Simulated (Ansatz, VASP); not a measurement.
## Ta4C: VASP beside Ansatz

Contents of INCAR:

```
  PREC = Accurate
  ENCUT = 520
  EDIFF = 1E-7
  ISMEAR = 0
  SIGMA = 0.1
  LREAL = False
  LASPH = True
  NELM = 60
  ALGO = Normal
  ISIF = 2
  LWAVE = False
  LCHARG = False
  LDIPOL = True
  IDIPOL = 3
  DIPOL = 0.5 0.5 0.510
  GGA = PS
  NBANDS = 32
```

KPOINTS

```
Automatic mesh
0
Gamma
  11 11 1
```

Contents of POSCAR:

```
Ta4C
1.0
    2.8410132489      0.0000000000      0.0000000000
   -0.9470044163      2.6785329784      0.0000000000
    0.0000000000      0.0000000000     25.9590328124
Ta C
4 1
Direct
    0.5000000000      0.5000000000      0.3274390098
    0.0000000000      0.0000000000      0.4167981790
    0.5000000000      0.5000000000      0.5058470961
    0.0000000000      0.0000000000      0.5912937381
    0.3333333333      0.6666666667      0.7106807520
```

Input for Ansatz:

```yaml
crystal:
  lattice:
    - [2.8410132489, 0.0, 0.0]
    - [-0.9470044163, 2.6785329784, 0.0]
    - [0.0, 0.0, 25.9590328124]
  atoms:
    - { symbol: Ta, position: [0.5, 0.5, 0.3274390098] }
    - { symbol: Ta, position: [0.0, 0.0, 0.416798179] }
    - { symbol: Ta, position: [0.5, 0.5, 0.5058470961] }
    - { symbol: Ta, position: [0.0, 0.0, 0.5912937381] }
    - { symbol: C, position: [0.3333333333, 0.6666666667, 0.710680752] }
basis:
  ecutwfc: 420
kpoints:
  mp_grid: { grid: [11, 11, 1] }
hamiltonian:
  xc: pbesol
scf:
  occupations: { method: gaussian, width: 0.1 }
output:
  forces: true
  stress: true
  eigenvalues: true
efield:
  axis: 3
  dipole_correction: true
```

Alike in both runs: task single point; functional PBEsol; k mesh 11 × 11 × 1; occupations gaussian, width 0.1 eV; no spin polarisation.

|  | VASP | Ansatz |
| --- | --- | --- |
| version | VASP 6.6.1 | Ansatz 0.2.0 |
| potentials or method | VASP PAW PBE potentials, release 64 (Ta_pv, C), cutoff 520 eV | scalar-relativistic, plane waves, PAW |
| valence electrons in the cell | 48 | 56 |

```csv
,VASP,Ansatz,Ansatz less VASP
gap on the k mesh at the Fermi level (eV),none,none,-
rms of the force components (eV/Å),0.599,0.598,-0.0007
```

VASP's potentials were made for PBE, not for PBEsol. Atom by atom the forces differ by 0.003 eV/Å (rms over components). A gap of «none» marks a metal or a gap that the smearing closes. The functional is the same, so the differences come from potentials, cutoffs and numerics. VASP's potentials hold 48 valence electrons a cell and Ansatz's 56, so a difference there can come from the potentials and not from the codes.

Spin-orbit coupling is off throughout.
